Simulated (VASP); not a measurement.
# W3C in VASP: relaxation of the atoms with PBE

Aim: the relaxation of the atoms of W3C with PBE.

Program: VASP 6.6.1. These are calculated values, not measurements. Logs are shortened: lines on timing, memory, paths and dates and some standing lists are left out, and cuts for length are marked.

### 1 The cell of the first run

The cell holds a slab with vacuum, 4 atoms: a = 2.855 Å, b = 2.855 Å, c = 20.197 Å, α = 90.00°, β = 90.00°, γ = 120.00°.

### 2 Relaxation of the atoms, PBE

Contents of INCAR:

```
SYSTEM = W3C
PREC = Accurate ; ENCUT = 520
EDIFF = 1E-7 ; ISMEAR = 0
SIGMA = 0.1 ; LREAL = .False.
LASPH = .True. ; NELM = 60
ALGO = Fast ; ISIF = 2
LWAVE = .False. ; LCHARG = .False.
LDIPOL = .True. ; IDIPOL = 3
DIPOL = 0.5 0.5 0.367 ; GGA = PE
IBRION = 2 ; NSW = 36
EDIFFG = -0.025
```

Contents of KPOINTS:

```
regular mesh
0
Gamma
  9 9 1
  0 0 0
```

Contents of POSCAR:

```
W3C
1.0
    2.8545944806      0.0000000000      0.0000000000
   -1.4272972403      2.4721513377      0.0000000000
    0.0000000000      0.0000000000     20.1971108355
W C
3 1
Selective dynamics
Direct
    0.6666666667      0.3333333333      0.1980481284  F F F
    0.3333333333      0.6666666667      0.3143337982  F F F
    0.0000000000      0.0000000000      0.4306116309  F F F
    0.0000000000      0.1666666667      0.5233857035  F F T
```

Potentials or basis: VASP PAW PBE potentials, release 64 (W_sv, C).

Run with:

```
$ cat potpaw_PBE.64/W_sv/POTCAR potpaw_PBE.64/C/POTCAR > POTCAR
$ mpirun -np 1 vasp_std > vasp.out
```

OUTCAR:

```text
SYSTEM = W3C
   PREC = Accurate
   ENCUT = 520
   EDIFF = 1E-7
   ISMEAR = 0
   LREAL = .False.
   LASPH = .True.
   NELM = 60
   ISIF = 2
   GGA = PE
   IBRION = 2
   NSW = 36
   EDIFFG = -0.025

 ion  position               nearest neighbor table
   1  0.667  0.333  0.198-   2 2.87   2 2.87   2 2.87
   2  0.333  0.667  0.314-   3 2.87   3 2.87   3 2.87   1 2.87   1 2.87   1 2.87
   3  0.000  0.000  0.431-   4 1.93   2 2.87   2 2.87   2 2.87
   4  0.000  0.167  0.523-   3 1.93

  LATTYP: Found a hexagonal cell.
 ALAT       =     2.8545944806
 C/A-ratio  =     7.0752994770

  Lattice vectors:

 A1 = (   2.8545944806,   0.0000000000,   0.0000000000)
 A2 = (  -1.4272972403,   2.4721513377,   0.0000000000)
 A3 = (   0.0000000000,   0.0000000000,  20.1971108355)

Analysis of symmetry for initial positions (statically):
=====================================================================
 Subroutine PRICEL returns:
 Original cell was already a primitive cell.

 Routine SETGRP: Setting up the symmetry group for a
 hexagonal supercell.

 Subroutine GETGRP returns: Found  1 space group operations
 (whereof  1 operations were pure point group operations)
 out of a pool of 24 trial point group operations.

The static configuration has the point symmetry C_1 .

Analysis of symmetry for dynamics (positions and initial velocities):
=====================================================================
 Subroutine PRICEL returns:
 Original cell was already a primitive cell.

 Routine SETGRP: Setting up the symmetry group for a
 hexagonal supercell.

 Subroutine GETGRP returns: Found  1 space group operations
 (whereof  1 operations were pure point group operations)
 out of a pool of 24 trial point group operations.

The dynamic configuration has the point symmetry C_1 .

Analysis of constrained symmetry for selective dynamics:
=====================================================================
 Subroutine PRICEL returns:
 Original cell was already a primitive cell.

 Routine SETGRP: Setting up the symmetry group for a
 hexagonal supercell.

 Subroutine GETGRP returns: Found  1 space group operations
 (whereof  1 operations were pure point group operations)
 out of a pool of 24 trial point group operations.

The constrained configuration has the point symmetry C_1 .

 Subroutine INISYM returns: Found  1 space group operations
 (whereof  1 operations are pure point group operations),
 and found     1 'primitive' translations

----------------------------------------------------------------------------------------

                                     Primitive cell

  volume of cell :     142.5308

  direct lattice vectors                    reciprocal lattice vectors
     2.854594481  0.000000000  0.000000000     0.350312455  0.202252990  0.000000000
    -1.427297240  2.472151338  0.000000000     0.000000000  0.404505980  0.000000000
     0.000000000  0.000000000 20.197110835     0.000000000  0.000000000  0.049512032

  length of vectors
     2.854594481  2.854594481 20.197110835     0.404505980  0.404505980  0.049512032

  position of ions in fractional coordinates (direct lattice)
     0.666666667  0.333333333  0.198048128
     0.333333333  0.666666667  0.314333798
     0.000000000  0.000000000  0.430611631
     0.000000000  0.166666667  0.523385703

  ion indices of the primitive-cell ions
   primitive index   ion index
                 1           1
                 2           2
                 3           3
                 4           4

----------------------------------------------------------------------------------------

 KPOINTS: regular mesh

Automatic generation of k-mesh.
 Grid dimensions read from file:
 generate k-points for:    9    9    1

 Generating k-lattice:

  Cartesian coordinates                     Fractional coordinates (reciprocal lattice)
     0.038923606  0.022472554  0.000000000     0.111111111  0.000000000  0.000000000
     0.000000000  0.044945109  0.000000000     0.000000000  0.111111111  0.000000000
     0.000000000  0.000000000  0.049512032     0.000000000  0.000000000  1.000000000

  Length of vectors
     0.044945109  0.044945109  0.049512032

  Shift w.r.t. Gamma in fractional coordinates (k-lattice)
     0.000000000  0.000000000  0.000000000

 Subroutine IBZKPT returns following result:
 ===========================================

 Found     41 irreducible k-points:

 Following reciprocal coordinates:
            Coordinates               Weight
  0.000000  0.000000  0.000000      1.000000
  0.111111 -0.000000  0.000000      2.000000
  0.000000  0.111111  0.000000      2.000000
 -0.111111  0.111111  0.000000      2.000000
  0.222222 -0.000000  0.000000      2.000000
  0.000000  0.222222  0.000000      2.000000
[... 16 lines left out ...]
  0.333333  0.111111  0.000000      2.000000
 -0.111111  0.444444  0.000000      2.000000
 [... further k-points ...]
   k-points           NKPTS =     41   k-points in BZ     NKDIM =     41   number of bands    NBANDS=     27
   number of dos      NEDOS =    301   number of ions     NIONS =      4
   total plane-waves  NPLWV =  86400
   dimension x,y,z NGX =    24 NGY =   24 NGZ =  150
   dimension x,y,z NGXF=    48 NGYF=   48 NGZF=  300
   ions per type =               3   1
   NGX,Y,Z   is equivalent  to a cutoff of  13.98, 13.98, 12.35 a.u.
   NGXF,Y,Z  is equivalent  to a cutoff of  27.95, 27.95, 24.69 a.u.
 SYSTEM =  W3C
   PREC   = accura    normal or accurate (medium, high low for compatibility)
   ISTART =      0    job   : 0-new  1-cont  2-samecut
   ICHARG =      2    charge: 1-file 2-atom 10-const
   ISPIN  =      1    spin polarized calculation?
   LNONCOLLINEAR =      F non collinear calculations
   LSORBIT =      F    spin-orbit coupling
   LASPH  =      T    aspherical Exc in radial PAW
   ENCUT  =  520.0 eV  38.22 Ry    6.18 a.u.   5.31  5.31 37.55*2*pi/ulx,y,z
   NELM   =     60;   NELMIN=  2; NELMDL= -5     # of ELM steps
   EDIFF  = 0.1E-06   stopping-criterion for ELM
   LREAL  =      F    real-space projection
   EDIFFG = -.3E-01   stopping-criterion for IOM
   NSW    =     36    number of steps for IOM
   IBRION =      2    ionic relax: 0-MD 1-quasi-New 2-CG
   NFREE  =      1    steps in history (QN), initial steepest desc. (CG)
   ISIF   =      2    stress and relaxation
   ISYM   =      2    0-nonsym 1-usesym 2-fastsym
   POTIM  = 0.5000    time-step for ionic-motion
   TEBEG  =    0.0;   TEEND  =   0.0 temperature during run
   PSTRESS=    0.0 pullay stress
   NELECT =      46.0000    total number of electrons
   NUPDOWN=      -1.0000    fix difference up-down
   EMIN   =  10.00;   EMAX   =-10.00  energy-range for DOS
   EFERMI =   0.00;   METHOD = LEGACY
   ISMEAR =     0;   SIGMA  =   0.10  broadening in eV -4-tet -1-fermi 0-gaus
   EFERMI_NEDOS =   21; number of points for ismear=-14 and -15
   IALGO  =     68    algorithm
   IMIX   =      4    mixing-type and parameters
     AMIX     =   0.40;   BMIX     =  1.00
     AMIX_MAG =   1.60;   BMIX_MAG =  1.00
  volume/ion in A,a.u.               =      35.63       240.46
  Fermi-wavevector in a.u.,A,eV,Ry     =   1.122943  2.122055 17.156972  1.261002
  Thomas-Fermi vector in A             =   2.259607
   LORBIT       =      0    0 simple, 1 ext, 2 COOP (PROOUT), +10 PAW based schemes
   GGA     = PE    functional components
   LHFCALC =     F    Hartree Fock is set to
   AEXX    =    0.0000 exact exchange contribution
   IVDW    =     0    specifies the selected vdW correction
   LEPSILON=     F    determine dielectric tensor
   LRPA    =     F    only Hartree local field effects (RPA)
 conjugate gradient relaxation of ions
 non-spin polarized calculation
 RMM-DIIS sequential band-by-band and
 Gauss-broadening in eV      SIGMA  =   0.10
  energy-cutoff  :      520.00
  volume of cell :      142.53
 maximum number of plane-waves:      3867
 NGX is ok and might be reduce to    24
   NGX = 11   NGY = 11   NGZ = 75

 dipolmoment           0.000000      0.000000     -0.002319 electrons x Angstroem

--------------------------------------- Ionic step        1  -------------------------------------------

 number of electron      46.0000001 magnetization

 Free energy of the ion-electron system (eV)
  ---------------------------------------------------
  ext. energy  EPLUGINS =         0.00000000
  ---------------------------------------------------
  free energy    TOTEN  =       -40.92333780 eV

  energy without entropy =      -40.89803622  energy(sigma->0) =      -40.91068701

------------------------ aborting loop because EDIFF is reached ----------------------------------------

  FORCE on cell =-STRESS in cart. coord.  units (eV):
  Direction    XX          YY          ZZ          XY          YZ          ZX
  --------------------------------------------------------------------------------------
  -------------------------------------------------------------------------------------
  Total       -3.6468400     -4.7030347     -1.1806221     -0.2016690      1.6286040     -0.9690092
  in kB      -40.9938363    -52.8664368    -13.2712787     -2.2669450     18.3070077    -10.8925551
  external PRESSURE =     -35.7105172 kB  Pullay stress =       0.0000000 kB
[... 61 lines left out ...]
  energy  without entropy=      -40.9141269097  energy(sigma->0) =      -40.92662300

--------------------------------------- Ionic step        3  -------------------------------------------

 number of electron      46.0000000 magnetization

 dipolmoment           0.000000      0.000000      0.081966 electrons x Angstroem

 Free energy of the ion-electron system (eV)
  ---------------------------------------------------
  ext. energy  EPLUGINS =         0.00000000
  ---------------------------------------------------
  free energy    TOTEN  =       -40.94043239 eV

  energy without entropy =      -40.91552772  energy(sigma->0) =      -40.92798006

 E-fermi :   0.3224     XC(G=0):  -6.3333

 val. band max:        0.3180985225   @ k =  -0.1111   0.4444   0.0000
 cond. band min:       0.3297788120   @ k =   0.3333   0.3333   0.0000
 fundamental gap:      0.0116802894
 Fermi energy:         0.3223696211

 k-point     1 :       0.0000    0.0000    0.0000
  band No.  band energies     occupation
      1     -73.4738      2.00000
      2     -73.4148      2.00000
      3     -73.1630      2.00000
      4     -38.0914      2.00000
      5     -37.6692      2.00000
      6     -37.2914      2.00000
[... 709 lines left out ...]
     26       2.5034      0.00000
     27       2.9449      0.00000

 [... further k-points ...]

------------------------ aborting loop because EDIFF is reached ----------------------------------------

 vacuum level on the upper side and lower side of the slab       (xc-potential included)         0.875        -1.201

  FORCE on cell =-STRESS in cart. coord.  units (eV):
  Direction    XX          YY          ZZ          XY          YZ          ZX
  --------------------------------------------------------------------------------------
  -------------------------------------------------------------------------------------
  Total       -3.1750400     -4.1641073      0.0441400     -0.2026786      1.9671694     -1.1633894
  in kB      -35.6903708    -46.8083967      0.4961746     -2.2782940     22.1127945    -13.0775676
  external PRESSURE =     -27.3341977 kB  Pullay stress =       0.0000000 kB

 VOLUME and BASIS-vectors are now :
 -----------------------------------------------------------------------------
  energy-cutoff  :      520.00
  volume of cell :      142.53
      direct lattice vectors                 reciprocal lattice vectors
     2.854594481  0.000000000  0.000000000     0.350312455  0.202252990  0.000000000
    -1.427297240  2.472151338  0.000000000     0.000000000  0.404505980  0.000000000
     0.000000000  0.000000000 20.197110835     0.000000000  0.000000000  0.049512032
[... 10 lines left out ...]
  FREE ENERGIE OF THE ION-ELECTRON SYSTEM (eV)
  ---------------------------------------------------
  free  energy   TOTEN  =       -40.9404323903 eV

  energy  without entropy=      -40.9155277209  energy(sigma->0) =      -40.92798006

 reached required accuracy - stopping structural energy minimisation

 vacuum level on the upper side and lower side of the slab         7.328         5.180
```

Run time: 19 min. Hardware: 1 thread of Oxide Virtual Turin-like, shared host; peak memory 0.34 GiB.

What came out:

| Item | Value |
| --- | --- |
| Free energy | -40.9404 eV |
| Energy gained by relaxing | 4.3 meV/atom |
| Ionic steps | 3 |
| Band gap on the k mesh | zero (bands 23 and 24 overlap by 0.82 eV) |

The path:
```csv
step,energy change (eV),largest force on free atoms (eV/Å),pressure (GPa)
1,0.0000,0.7075,-3.57
2,-0.0158,0.2050,-2.97
3,-0.0171,0.0001,-2.73
```

Final structure:
```yaml
crystal:
  lattice:
    - [2.85459, 0.00000, 0.00000]
    - [-1.42730, 2.47215, 0.00000]
    - [0.00000, 0.00000, 20.19711]
  atoms:
    - { symbol: W, position: [0.66667, 0.33333, 0.19805] }
    - { symbol: W, position: [0.33333, 0.66667, 0.31433] }
    - { symbol: W, position: [0.00000, 0.00000, 0.43061] }
    - { symbol: C, position: [0.00000, 0.16667, 0.52107] }
```

Levels at points of the mesh, in eV from the Fermi level:
| k point | band 20 | band 21 | band 22 | band 23 | band 24 | band 25 | band 26 | band 27 |
| --- | --- | --- | --- | --- | --- | --- | --- | --- |
| (0.00, 0.00, 0.00) | -0.58 | -0.56 | -0.29 | -0.24 | -0.01 | 0.01 | 0.38 | 1.49 |

Caveat: spin-orbit coupling is left out, which moves the levels of the heavy elements.
